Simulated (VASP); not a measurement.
# LuBr: single point with r2SCAN

Crystal: LuBr.

```
CELL_PARAMETERS angstrom
3.47416 0.00000 0.00000
-1.73708 3.00871 0.00000
0.00000 0.00000 9.58533
ATOMIC_POSITIONS crystal
Lu 0.66667 0.33333 0.83059
Lu 0.33333 0.66667 0.33059
Br 0.66667 0.33333 0.54441
Br 0.33333 0.66667 0.04441
```

```json
{
  "Program": "VASP 6.6.1",
  "Task": "single point",
  "Functional": "r2SCAN",
  "Potentials or basis": "VASP PAW PBE potentials, release 64 (Lu, Br)",
  "Cutoff": "520 eV",
  "k mesh": "9 × 9 × 3",
  "Occupations": "fermi-dirac, width 0.05 eV",
  "Spin": "no spin polarisation",
  "Dipole correction": "no",
  "Further INCAR settings": "ALGO = Normal; EDIFF = 1e-06; NBANDS = 40"
}
```

```
Pressure               : 5.3 GPa
Largest force          : 0.003 eV/Å
Band gap on the k mesh : zero (band 32 reaches 4.79 eV, above the bottom of band 33 at 4.63 eV)
```

Forces on the atoms (eV/Å):
```
Lu   0.000  0.000 -0.003
Lu   0.000  0.000 -0.003
Br   0.000  0.000  0.003
Br   0.000  0.000  0.003
```

Stress tensor (GPa, compression positive):
```
5.22 0.00 0.00
0.00 5.22 0.00
0.00 0.00 5.32
```

Levels at points of the mesh, in eV from the Fermi level:
| k point | band 30 | band 31 | band 32 | band 33 | band 34 | band 35 |
| --- | --- | --- | --- | --- | --- | --- |
| (0.00, 0.00, 0.00) | -3.78 | -3.58 | -2.09 | 1.92 | 1.92 | 2.08 |

It took 7.2 min on 1 thread of Intel(R) Xeon(R) Platinum 8259CL CPU @ 2.50GHz (Skylake/Cascade Lake), on a shared host, peak memory 0.3 GiB.

Caveat: the PAW data sets were made with another functional, which shifts forces and pressure a little; spin-orbit coupling is left out, which moves the levels of the heavy elements.
